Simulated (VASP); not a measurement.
# Si31O (a cell with a defect) in VASP: notebook, part 2 of 2

VASP 6.6.1. Earlier steps stand in the parts before.

### Step 3. Single point, PBE, collinear spin

INCAR

```
PREC = Accurate ; ENCUT = 520
EDIFF = 1E-6 ; ISMEAR = 0
SIGMA = 0.05 ; LREAL = Auto
LASPH = True ; NELM = 150
ALGO = Normal ; ISIF = 2
LWAVE = False ; LCHARG = True
ISPIN = 2 ; MAGMOM = 0.5 0 0 0 0 0 0 0 0 0 0 0 0.5 0 0 0 0.5 0.5 0 0.5 0 0 0 0 0 0 0 0 0 0 0 0
LORBIT = 11 ; GGA = PE
LELF = True ; LVHAR = True
NBANDS = 91
```

KPOINTS

```
regular mesh
0
Gamma
  3 3 1
```

POSCAR

```
Si31O
1.0
    7.5896000000      0.0000000000      0.0000000000
   -3.7948000000      6.5727860000      0.0000000000
    0.0000000000      0.0000000000     12.7099000000
O Si
1 31
Direct
   -0.0657189790     -0.0328784719      0.4436380671
   -0.0234950381      0.4882447636      0.4160543186
    0.5118768224      0.0009248654      0.4101242740
    0.5118582575      0.5109109320      0.4101303646
   -0.0005909491     -0.0002709963      0.9117405557
   -0.0057803778      0.4971133711      0.8998860206
    0.5005831922     -0.0005812741      0.9065010896
    0.5005842233      0.5011708054      0.9064848471
    0.0089126301      0.0044641463      0.0981213600
    0.0007221480      0.5003770292      0.0838262058
    0.5136060166     -0.0010948955      0.0933460234
    0.5136058209      0.5147082350      0.0933434960
   -0.0325890188     -0.0163282085      0.5763380398
   -0.0108270192      0.4945614181      0.5983242012
    0.4846028628     -0.0017827282      0.5931537408
    0.4845665773      0.4863668130      0.5931568272
    0.2163188989      0.4459879983      0.3249829282
    0.2162328853      0.7704396814      0.3250061963
    0.6564310236      0.3282059560      0.3393082137
    0.7162378619      0.8580890117      0.3703676115
    0.3273697505      0.1636753870      0.8418759430
    0.3317350722      0.6658803526      0.8424460931
    0.8320151825      0.1605027865      0.8406772760
    0.8320421732      0.6715505977      0.8406828203
    0.1764019110      0.3453974236      0.1499735461
    0.1764164913      0.8310298543      0.1499722003
    0.6697357029      0.3348681893      0.1530546816
    0.6847957913      0.8424105503      0.1738925939
    0.3015210739      0.1507484689      0.6511578735
    0.3272147074      0.6636191027      0.6553286422
    0.8190991618      0.1570215303      0.6550094516
    0.8190773080      0.6620085347      0.6549989059
```

Potentials or basis: VASP PAW PBE potentials, release 64 (O, Si).

Command:

```bash
$ cat potpaw_PBE.64/O/POTCAR potpaw_PBE.64/Si/POTCAR > POTCAR
$ mpirun -np 1 vasp_std > vasp.out
```

OUTCAR:

```text
PREC = Accurate
   ENCUT = 520
   EDIFF = 1E-6
   ISMEAR = 0
   LREAL = Auto
   LASPH = True
   NELM = 150
   ISIF = 2
   ISPIN = 2
   LORBIT = 11
   GGA = PE

 ion  position               nearest neighbor table
   1  0.934  0.967  0.444-  13 1.70  20 1.71
   2  0.977  0.488  0.416-  17 2.31  18 2.31  14 2.32  19 2.32
   3  0.512  0.001  0.410-  18 2.31  15 2.33  19 2.34  20 2.35
   4  0.512  0.511  0.410-  17 2.31  16 2.33  19 2.34  20 2.35
   5  0.999  1.000  0.912-  21 2.33  23 2.34  24 2.34   9 2.37
   6  0.994  0.497  0.900-  22 2.34  23 2.34  24 2.34  10 2.34
   7  0.501  0.999  0.907-  23 2.33  22 2.34  21 2.37  11 2.38
   8  0.501  0.501  0.906-  24 2.33  22 2.34  21 2.37  12 2.38
   9  0.009  0.004  0.098-  25 2.34  26 2.34  28 2.34   5 2.37
  10  0.001  0.500  0.084-  26 2.33  25 2.33   6 2.34  27 2.35
  11  0.514  0.999  0.093-  26 2.33  27 2.34   7 2.38  28 2.39
  12  0.514  0.515  0.093-  25 2.33  27 2.34   8 2.38  28 2.39
  13  0.967  0.984  0.576-   1 1.70  32 2.34  31 2.34  29 2.39  20 3.09
  14  0.989  0.495  0.598-   2 2.32  32 2.33  31 2.33  30 2.34
  15  0.485  0.998  0.593-  29 2.33   3 2.33  31 2.34  30 2.34
  16  0.485  0.486  0.593-  29 2.33   4 2.33  32 2.34  30 2.34
  17  0.216  0.446  0.325-   2 2.31   4 2.31  25 2.32  18 2.46
  18  0.216  0.770  0.325-   2 2.31   3 2.31  26 2.32  17 2.46
  19  0.656  0.328  0.339-   2 2.32   3 2.34   4 2.34  27 2.37
  20  0.716  0.858  0.370-   1 1.71   4 2.35   3 2.35  28 2.51  13 3.09
  21  0.327  0.164  0.842-   5 2.33   7 2.37   8 2.37  29 2.43
  22  0.332  0.666  0.842-   6 2.34   7 2.34   8 2.34  30 2.38
  23  0.832  0.161  0.841-   7 2.33   6 2.34   5 2.34  31 2.36
  24  0.832  0.672  0.841-   8 2.33   6 2.34   5 2.34  32 2.36
  25  0.176  0.345  0.150-  17 2.32  12 2.33  10 2.33   9 2.34
  26  0.176  0.831  0.150-  18 2.32  11 2.33  10 2.33   9 2.34
  27  0.670  0.335  0.153-  11 2.34  12 2.34  10 2.35  19 2.37
  28  0.685  0.842  0.174-   9 2.34  11 2.39  12 2.39  20 2.51
  29  0.302  0.151  0.651-  15 2.33  16 2.33  13 2.39  21 2.43
  30  0.327  0.664  0.655-  14 2.34  15 2.34  16 2.34  22 2.38
  31  0.819  0.157  0.655-  14 2.33  15 2.34  13 2.34  23 2.36
[... 648 lines left out ...]
 Fermi energy:         6.0370666128

 spin component 2

 k-point     1 :       0.0000    0.0000    0.0000
  band No.  band energies     occupation
      1     -14.5089      1.00000
      2      -6.2686      1.00000
      3      -5.6249      1.00000
      4      -5.4596      1.00000
      5      -4.3632      1.00000
      6      -4.1364      1.00000
[... 389 lines left out ...]
     76       8.3874      0.00000
     77       8.5709      0.00000
 [bands above 77 left out]

------------------------ aborting loop because EDIFF is reached ----------------------------------------

  FORCE on cell =-STRESS in cart. coord.  units (eV):
  Direction    XX          YY          ZZ          XY          YZ          ZX
  --------------------------------------------------------------------------------------
  -------------------------------------------------------------------------------------
  Total       14.1308597     14.1492501     -3.2989235     -0.0130695     -2.7662999     -4.7883223
  in kB       35.7082572     35.7547290     -8.3362804     -0.0330261     -6.9903565    -12.0999464
  external PRESSURE =      21.0422353 kB  Pullay stress =       0.0000000 kB

 VOLUME and BASIS-vectors are now :
 -----------------------------------------------------------------------------
  energy-cutoff  :      520.00
  volume of cell :      634.03
      direct lattice vectors                 reciprocal lattice vectors
     7.589600000  0.000000000  0.000000000     0.131759249  0.076071243  0.000000000
    -3.794800000  6.572786000  0.000000000     0.000000000  0.152142486  0.000000000
     0.000000000  0.000000000 12.709900000     0.000000000  0.000000000  0.078678825

 POSITION                                       TOTAL-FORCE (eV/Angst)
 -----------------------------------------------------------------------------------
      3.42079      6.35668      5.63860         0.008623      0.005556     -0.001142
      5.55849      3.20913      5.28801         0.004806      0.003186     -0.011233
      3.88143      0.00608      5.21264         0.000992      0.002077     -0.002662
      1.94599      3.35811      5.21272         0.002221      0.000341     -0.003093
      3.79134      6.57100     11.58813         0.006153      0.002681     -0.013897
      5.65928      3.26742     11.43746         0.007455      0.004986     -0.007580
[... 24 lines left out ...]
      5.62077      1.03207      8.32510        -0.006705      0.004791     -0.009353
      3.70428      4.35124      8.32497         0.000564     -0.007853     -0.007218
 -----------------------------------------------------------------------------------
    total drift:                               -0.010510     -0.006180      0.001818

  FREE ENERGIE OF THE ION-ELECTRON SYSTEM (eV)
  ---------------------------------------------------
  free  energy   TOTEN  =      -174.0859042134 eV

  energy  without entropy=     -174.0859042134  energy(sigma->0) =     -174.08590421

 total charge

# of ion       s       p       d       tot
------------------------------------------
    1        1.559   3.555   0.000   5.114
    2        0.753   0.951   0.000   1.704
    3        0.748   0.958   0.000   1.706
    4        0.748   0.958   0.000   1.706
    5        0.749   0.948   0.000   1.697
    6        0.750   0.956   0.000   1.706
[... 24 lines left out ...]
   31        0.751   0.958   0.000   1.709
   32        0.751   0.958   0.000   1.709
--------------------------------------------------
tot         24.806  32.722   0.000  57.528

 magnetization (x)

# of ion       s       p       d       tot
------------------------------------------
    1       -0.000  -0.000   0.000  -0.000
    2       -0.000   0.000   0.000  -0.000
    3       -0.000   0.000   0.000  -0.000
    4       -0.000   0.000   0.000  -0.000
    5        0.000  -0.000   0.000  -0.000
    6        0.000  -0.000   0.000   0.000
[... 24 lines left out ...]
   31       -0.000  -0.000   0.000  -0.000
   32       -0.000  -0.000   0.000  -0.000
--------------------------------------------------
tot          0.000  -0.000   0.000  -0.000
```

OSZICAR:

```text
N       E                     dE             d eps       ncg     rms          rms(c)
DAV:   1     0.359639980888E+03    0.35964E+03   -0.49579E+04  1820   0.118E+03
DAV:   2    -0.139930226474E+03   -0.49957E+03   -0.46942E+03  2200   0.182E+02
DAV:   3    -0.177365385478E+03   -0.37435E+02   -0.36834E+02  2256   0.456E+01
DAV:   4    -0.178366277824E+03   -0.10009E+01   -0.99462E+00  2280   0.876E+00
DAV:   5    -0.178396754617E+03   -0.30477E-01   -0.30426E-01  2296   0.146E+00    0.215E+01
DAV:   6    -0.174591831584E+03    0.38049E+01   -0.79044E+00  2512   0.108E+01    0.128E+01
DAV:   7    -0.174150731155E+03    0.44110E+00   -0.54090E+00  2056   0.578E+00    0.481E+00
DAV:   8    -0.174053196434E+03    0.97535E-01   -0.10182E+00  2888   0.441E+00    0.189E+00
DAV:   9    -0.174087111696E+03   -0.33915E-01   -0.40183E-01  2056   0.178E+00    0.113E+00
DAV:  10    -0.174075109708E+03    0.12002E-01   -0.12020E-01  2672   0.129E+00    0.436E-01
DAV:  11    -0.174086190676E+03   -0.11081E-01   -0.64748E-02  2176   0.700E-01    0.449E-01
DAV:  12    -0.174085780544E+03    0.41013E-03   -0.33539E-03  2280   0.254E-01    0.252E-01
DAV:  13    -0.174085744283E+03    0.36261E-04   -0.11084E-02  2168   0.335E-01    0.867E-02
DAV:  14    -0.174085813211E+03   -0.68928E-04   -0.97338E-04  2184   0.112E-01    0.439E-02
DAV:  15    -0.174085908635E+03   -0.95424E-04   -0.74742E-04  2240   0.802E-02    0.354E-02
DAV:  16    -0.174085893576E+03    0.15059E-04   -0.13307E-04  3280   0.513E-02    0.726E-03
DAV:  17    -0.174085904759E+03   -0.11184E-04   -0.86360E-05  2144   0.251E-02    0.109E-02
DAV:  18    -0.174085904213E+03    0.54600E-06   -0.20928E-06  1624   0.674E-03
   1 F= -.17408590E+03 E0= -.17408590E+03  d E =-.351123E-15  mag=    -0.0000
```

Wall time 11 min (1 thread of Intel Xeon 6975P-C (Granite Rapids), shared host); peak memory 1 GiB.

What came out:

```
Free energy                                           : -174.0859 eV
Pressure                                              : 2.1 GPa
Largest force                                         : 0.056 eV/Å
Band gap on the k mesh                                : 0.60 eV
Net moment                                            : 0.00 μB per cell
Valence electrons inside the program's atomic spheres : O 5.11; Si 1.70, 1.71, 1.69, 1.62, 1.60, 1.67, 1.65 (each value once)
```

Forces on the atoms (eV/Å):
```
O    0.009  0.006 -0.001
Si   0.005  0.003 -0.011
Si   0.001  0.002 -0.003
Si   0.002  0.000 -0.003
Si   0.006  0.003 -0.014
Si   0.007  0.005 -0.008
Si  -0.003 -0.004 -0.006
Si  -0.004 -0.001 -0.004
Si   0.002  0.001  0.006
Si  -0.003 -0.003  0.003
Si  -0.005  0.007 -0.007
Si   0.003 -0.007 -0.008
Si   0.017  0.010  0.052
Si   0.004  0.003  0.001
Si  -0.003 -0.004  0.004
Si  -0.004  0.000  0.005
Si  -0.005  0.000  0.007
Si  -0.001 -0.006  0.008
Si   0.003  0.002  0.005
Si  -0.032 -0.018 -0.030
Si   0.004  0.003  0.009
Si   0.005  0.002  0.002
Si  -0.010 -0.001  0.007
Si  -0.007 -0.008  0.006
Si   0.002  0.008  0.003
Si   0.006 -0.002  0.003
Si  -0.004 -0.001  0.003
Si   0.000 -0.001 -0.004
Si   0.009  0.006 -0.004
Si  -0.001 -0.001 -0.003
Si  -0.007  0.005 -0.009
Si   0.001 -0.008 -0.007
```

Caveat: the k points lie up to 0.49 Å⁻¹ apart; semilocal functionals underestimate gaps, and a narrow one can read as zero.
